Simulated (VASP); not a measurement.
# Sn (I4_1/amd) in VASP: a series of runs

The runs below take Sn through relaxation of cell and atoms, single point, with PBE, BLYP+D4.

Program: VASP 6.6.1. These are calculated values, not measurements. Logs are shortened: lines on timing, memory, paths and dates and some standing lists are left out, and cuts for length are marked.

### Step 1. The cell of the first run

The structure is tetragonal, space group I4_1/amd (No. 141). Conventional cell: a = 5.880 Å, b = 5.880 Å, c = 3.199 Å, α = 90.00°, β = 90.00°, γ = 90.00°. Sn (site symmetry -4m2) has 10 Sn at 3.05 to 3.79 Å within 4.0 Å.

### Step 2. Relaxation of cell and atoms, PBE

Contents of INCAR:

```
  PREC = Accurate
  ENCUT = 600
  EDIFF = 1E-6
  ISMEAR = -1
  SIGMA = 0.05
  LREAL = F
  LASPH = T
  NELM = 60
  ALGO = Normal
  ISIF = 3
  LWAVE = F
  LCHARG = F
  GGA = PE
  IBRION = 2
  NSW = 60
  EDIFFG = -0.01
```

Contents of KPOINTS:

```
regular mesh
0
Gamma
  9 9 9
```

Contents of POSCAR:

```
Sn
1.0
   -2.9401404553      2.9401404553      1.5993019889
    2.9401404553     -2.9401404553      1.5993019889
    2.9401404553      2.9401404553     -1.5993019889
Sn
2
Direct
    0.0000000000      0.0000000000      0.0000000000
    0.7500000000      0.2500000000      0.5000000000
```

Potentials or basis: VASP PAW PBE potentials, release 64 (Sn_d).

Command:

```console
$ cat potpaw_PBE.64/Sn_d/POTCAR > POTCAR
$ mpirun -np 1 vasp_std > vasp.out
```

OUTCAR:

```text
PREC = Accurate
   ENCUT = 600
   EDIFF = 1E-6
   ISMEAR = -1
   LREAL = F
   LASPH = T
   NELM = 60
   ISIF = 3
   GGA = PE
   IBRION = 2
   NSW = 60
   EDIFFG = -0.01

 ion  position               nearest neighbor table
   1  0.000  0.000  0.000-   2 3.05   2 3.05   2 3.05   2 3.05
   2  0.750  0.250  0.500-   1 3.05   1 3.05   1 3.05   1 3.05

  LATTYP: Found a body centered tetragonal cell.
 ALAT       =     5.8802809106
 C/A-ratio  =     0.5439542815

  Lattice vectors:

 A1 = (  -2.9401404553,   2.9401404553,   1.5993019889)
 A2 = (   2.9401404553,  -2.9401404553,   1.5993019889)
 A3 = (   2.9401404553,   2.9401404553,  -1.5993019889)

Analysis of symmetry for initial positions (statically):
=====================================================================
 Subroutine PRICEL returns:
 Original cell was already a primitive cell.

 Routine SETGRP: Setting up the symmetry group for a
 body centered tetragonal supercell.

 Subroutine GETGRP returns: Found 16 space group operations
 (whereof  8 operations were pure point group operations)
 out of a pool of 16 trial point group operations.

The static configuration has the point symmetry D_2d.
 The point group associated with its full space group is D_4h.

Analysis of symmetry for dynamics (positions and initial velocities):
=====================================================================
 Subroutine PRICEL returns:
 Original cell was already a primitive cell.

 Routine SETGRP: Setting up the symmetry group for a
 body centered tetragonal supercell.

 Subroutine GETGRP returns: Found 16 space group operations
 (whereof  8 operations were pure point group operations)
 out of a pool of 16 trial point group operations.

The dynamic configuration has the point symmetry D_2d.
 The point group associated with its full space group is D_4h.

 Subroutine INISYM returns: Found 16 space group operations
 (whereof  8 operations are pure point group operations),
 and found     1 'primitive' translations

----------------------------------------------------------------------------------------

                                     Primitive cell

  volume of cell :      55.3002

  direct lattice vectors                    reciprocal lattice vectors
    -2.940140455  2.940140455  1.599301989     0.000000000  0.170059903  0.312636390
     2.940140455 -2.940140455  1.599301989     0.170059903  0.000000000  0.312636390
     2.940140455  2.940140455 -1.599301989     0.170059903  0.170059903  0.000000000

  length of vectors
     4.454954393  4.454954393  4.454954393     0.355895888  0.355895888  0.240501021

  position of ions in fractional coordinates (direct lattice)
     0.000000000  0.000000000  0.000000000
     0.750000000  0.250000000  0.500000000

  ion indices of the primitive-cell ions
   primitive index   ion index
                 1           1
                 2           2

----------------------------------------------------------------------------------------

 KPOINTS: regular mesh

Automatic generation of k-mesh.
 Grid dimensions read from file:
 generate k-points for:    9    9    9

 Generating k-lattice:

  Cartesian coordinates                     Fractional coordinates (reciprocal lattice)
     0.000000000  0.018895545  0.034737377     0.111111111 -0.000000000  0.000000000
     0.018895545  0.000000000  0.034737377    -0.000000000  0.111111111  0.000000000
     0.018895545  0.018895545  0.000000000     0.000000000  0.000000000  0.111111111

  Length of vectors
     0.039543988  0.039543988  0.026722336

  Shift w.r.t. Gamma in fractional coordinates (k-lattice)
     0.000000000  0.000000000  0.000000000

 Subroutine IBZKPT returns following result:
 ===========================================

 Found     75 irreducible k-points:

 Following reciprocal coordinates:
            Coordinates               Weight
  0.000000  0.000000  0.000000      1.000000
  0.111111 -0.000000  0.000000      8.000000
  0.222222 -0.000000  0.000000      8.000000
  0.333333 -0.000000  0.000000      8.000000
  0.444444 -0.000000  0.000000      8.000000
  0.111111  0.111111  0.000000      8.000000
[... 16 lines left out ...]
 -0.333333  0.333333  0.000000      4.000000
  0.444444  0.444444 -0.000000      8.000000
 [... further k-points ...]
   k-points           NKPTS =     75   k-points in BZ     NKDIM =     75   number of bands    NBANDS=     18
   number of dos      NEDOS =    301   number of ions     NIONS =      2
   total plane-waves  NPLWV =  46656
   dimension x,y,z NGX =    36 NGY =   36 NGZ =   36
   dimension x,y,z NGXF=    72 NGYF=   72 NGZF=   72
   ions per type =               2
   NGX,Y,Z   is equivalent  to a cutoff of  13.43, 13.43, 13.43 a.u.
   NGXF,Y,Z  is equivalent  to a cutoff of  26.87, 26.87, 26.87 a.u.
 SYSTEM =  unknown system
   PREC   = accura    normal or accurate (medium, high low for compatibility)
   ISTART =      0    job   : 0-new  1-cont  2-samecut
   ICHARG =      2    charge: 1-file 2-atom 10-const
   ISPIN  =      1    spin polarized calculation?
   LNONCOLLINEAR =      F non collinear calculations
   LSORBIT =      F    spin-orbit coupling
   LASPH  =      T    aspherical Exc in radial PAW
   ENCUT  =  600.0 eV  44.10 Ry    6.64 a.u.   8.90  8.90  8.90*2*pi/ulx,y,z
   NELM   =     60;   NELMIN=  2; NELMDL= -5     # of ELM steps
   EDIFF  = 0.1E-05   stopping-criterion for ELM
   LREAL  =      F    real-space projection
   EDIFFG = -.1E-01   stopping-criterion for IOM
   NSW    =     60    number of steps for IOM
   IBRION =      2    ionic relax: 0-MD 1-quasi-New 2-CG
   NFREE  =      1    steps in history (QN), initial steepest desc. (CG)
   ISIF   =      3    stress and relaxation
   ISYM   =      2    0-nonsym 1-usesym 2-fastsym
   POTIM  = 0.5000    time-step for ionic-motion
   TEBEG  =    0.0;   TEEND  =   0.0 temperature during run
   PSTRESS=    0.0 pullay stress
   NELECT =      28.0000    total number of electrons
   NUPDOWN=      -1.0000    fix difference up-down
   EMIN   =  10.00;   EMAX   =-10.00  energy-range for DOS
   EFERMI =   0.00;   METHOD = LEGACY
   ISMEAR =    -1;   SIGMA  =   0.05  broadening in eV -4-tet -1-fermi 0-gaus
   EFERMI_NEDOS =   21; number of points for ismear=-14 and -15
   IALGO  =     38    algorithm
   IMIX   =      4    mixing-type and parameters
     AMIX     =   0.40;   BMIX     =  1.00
     AMIX_MAG =   1.60;   BMIX_MAG =  1.00
  volume/ion in A,a.u.               =      27.65       186.59
  Fermi-wavevector in a.u.,A,eV,Ry     =   1.304824  2.465760 23.164816  1.702566
  Thomas-Fermi vector in A             =   2.435734
   LORBIT       =      0    0 simple, 1 ext, 2 COOP (PROOUT), +10 PAW based schemes
   GGA     = PE    functional components
   LHFCALC =     F    Hartree Fock is set to
   AEXX    =    0.0000 exact exchange contribution
   IVDW    =     0    specifies the selected vdW correction
   LEPSILON=     F    determine dielectric tensor
   LRPA    =     F    only Hartree local field effects (RPA)
 conjugate gradient relaxation of ions
 non-spin polarized calculation
  energy-cutoff  :      600.00
  volume of cell :       55.30
 maximum number of plane-waves:      1880
   NGX = 17   NGY = 17   NGZ = 17

--------------------------------------- Ionic step        1  -------------------------------------------

 number of electron      27.9999989 magnetization

 Free energy of the ion-electron system (eV)
  ---------------------------------------------------
  ext. energy  EPLUGINS =         0.00000000
  ---------------------------------------------------
  free energy    TOTEN  =        -7.60130720 eV

  energy without entropy =       -7.59383610  energy(sigma->0) =       -7.59757165

------------------------ aborting loop because EDIFF is reached ----------------------------------------

  FORCE on cell =-STRESS in cart. coord.  units (eV):
  Direction    XX          YY          ZZ          XY          YZ          ZX
  --------------------------------------------------------------------------------------
  -------------------------------------------------------------------------------------
  Total        0.5251461      0.5251461      0.3768692      0.0000000      0.0000000      0.0000000
  in kB       15.2147242     15.2147242     10.9187927      0.0000000      0.0000000      0.0000000
  external PRESSURE =      13.7827470 kB  Pullay stress =       0.0000000 kB

 VOLUME and BASIS-vectors are now :
 -----------------------------------------------------------------------------
  energy-cutoff  :      600.00
  volume of cell :       55.30
      direct lattice vectors                 reciprocal lattice vectors
    -2.940140455  2.940140455  1.599301989     0.000000000  0.170059903  0.312636390
     2.940140455 -2.940140455  1.599301989     0.170059903  0.000000000  0.312636390
     2.940140455  2.940140455 -1.599301989     0.170059903  0.170059903  0.000000000
[... 109 lines left out ...]
 POSITION                                       TOTAL-FORCE (eV/Angst)
 -----------------------------------------------------------------------------------
     -2.97038      2.97038      1.61110         0.000000     -0.000000      0.000000
      0.00000      2.97038      0.80555        -0.000000      0.000000     -0.000000
 -----------------------------------------------------------------------------------
    total drift:                               -0.000000      0.000000      0.000000

  FREE ENERGIE OF THE ION-ELECTRON SYSTEM (eV)
  ---------------------------------------------------
  free  energy   TOTEN  =        -7.6079365572 eV

  energy  without entropy=       -7.6004976264  energy(sigma->0) =       -7.60421709

--------------------------------------- Ionic step        5  -------------------------------------------

 number of electron      27.9999991 magnetization

 Free energy of the ion-electron system (eV)
  ---------------------------------------------------
  ext. energy  EPLUGINS =         0.00000000
  ---------------------------------------------------
  free energy    TOTEN  =        -7.60795638 eV

  energy without entropy =       -7.60046528  energy(sigma->0) =       -7.60421083

 E-fermi :   7.4364     XC(G=0): -10.0934

 val. band max:        7.4282902085   @ k =   0.4444   0.3333   0.0000
 cond. band min:       7.4863575651   @ k =   0.4444   0.4444  -0.0000
 fundamental gap:      0.0580673566
 Fermi energy:         7.4363761763

 k-point     1 :       0.0000    0.0000    0.0000
  band No.  band energies     occupation
      1     -14.1667      2.00000
      2     -14.1021      2.00000
      3     -14.0548      2.00000
      4     -14.0528      2.00000
      5     -13.9185      2.00000
      6     -13.9185      2.00000
[... 10 lines left out ...]
     17      13.3854      0.00000
     18      14.0454      0.00000
[... 463 lines left out ...]
 k-point    24 :       0.4444    0.4444   -0.0000
  band No.  band energies     occupation
      1     -14.0837      2.00000
      2     -14.0830      2.00000
      3     -14.0265      2.00000
      4     -14.0246      2.00000
      5     -13.9431      2.00000
      6     -13.9371      2.00000
[... 10 lines left out ...]
     17      11.2471      0.00000
     18      12.0772      0.00000

 [... further k-points ...]
[... 5 lines left out ...]
  --------------------------------------------------------------------------------------
  -------------------------------------------------------------------------------------
  Total        0.0195447      0.0195447      0.0042999      0.0000000      0.0000000      0.0000000
  in kB        0.5513933      0.5513933      0.1213083      0.0000000      0.0000000      0.0000000
  external PRESSURE =       0.4080316 kB  Pullay stress =       0.0000000 kB

 VOLUME and BASIS-vectors are now :
 -----------------------------------------------------------------------------
  energy-cutoff  :      600.00
  volume of cell :       56.79
      direct lattice vectors                 reciprocal lattice vectors
    -2.970086751  2.970086751  1.609459851     0.000000000  0.168345251  0.310663232
     2.970086751 -2.970086751  1.609459851     0.168345251  0.000000000  0.310663232
     2.970086751  2.970086751 -1.609459851     0.168345251  0.168345251  0.000000000

 POSITION                                       TOTAL-FORCE (eV/Angst)
 -----------------------------------------------------------------------------------
      2.97009      2.97009     -1.60946        -0.000000      0.000000      0.000000
     -0.00000      2.97009      0.80473         0.000000     -0.000000     -0.000000
 -----------------------------------------------------------------------------------
    total drift:                               -0.000000      0.000000     -0.000000

  FREE ENERGIE OF THE ION-ELECTRON SYSTEM (eV)
  ---------------------------------------------------
  free  energy   TOTEN  =        -7.6079563824 eV

  energy  without entropy=       -7.6004652817  energy(sigma->0) =       -7.60421083

 reached required accuracy - stopping structural energy minimisation
```

Wall time 2.7 min (1 thread of AMD EPYC 9R45 (Zen 5), shared host); peak memory 0.23 GiB.

Results:

```yaml
Free_energy: -7.6080 eV
Relaxed_volume: 28.40 Å³/atom
Relaxed_cell: a = 4.498 Å, b = 4.498 Å, c = 4.498 Å, α = 97.36°, β = 97.36°, γ = 138.07°
Space_group_after_relaxing_to_0.05_Å: I4_1/amd (No. 141)
Energy_gained_by_relaxing: 3.3 meV/atom
Ionic_steps: 5
Pressure_after_relaxing: 0.0 GPa
Band_gap_on_the_k_mesh: zero (band 14 reaches 8.62 eV, above the bottom of band 15 at 4.80 eV)
```

Step by step:
| step | energy change (eV) | largest force (eV/Å) | pressure (GPa) | volume (Å³) |
| --- | --- | --- | --- | --- |
| 1 | 0.0000 | 0.0000 | 1.38 | 55.30 |
| 2 | -0.0062 | 0.0000 | -0.35 | 57.23 |
| 3 | -0.0066 | 0.0000 | 0.02 | 56.83 |
| 4 | -0.0066 | 0.0000 | -0.05 | 56.86 |
| 5 | -0.0066 | 0.0000 | 0.04 | 56.79 |

Final structure:
```
CELL_PARAMETERS angstrom
-2.97009 2.97009 1.60946
2.97009 -2.97009 1.60946
2.97009 2.97009 -1.60946
ATOMIC_POSITIONS crystal
Sn 0.00000 0.00000 0.00000
Sn 0.75000 0.25000 0.50000
```

Levels at points of the mesh, in eV from the Fermi level:
```
           k point  band 11  band 12  band 13  band 14  band 15  band 16  band 17  band 18
(0.00, 0.00, 0.00)   -10.81    -3.83    -1.89    -1.89     3.02     5.95     5.95     6.61
```

Caveat: spin-orbit coupling is left out, which moves the levels of the heavy elements.

(Part 1 of 3 ends here.)
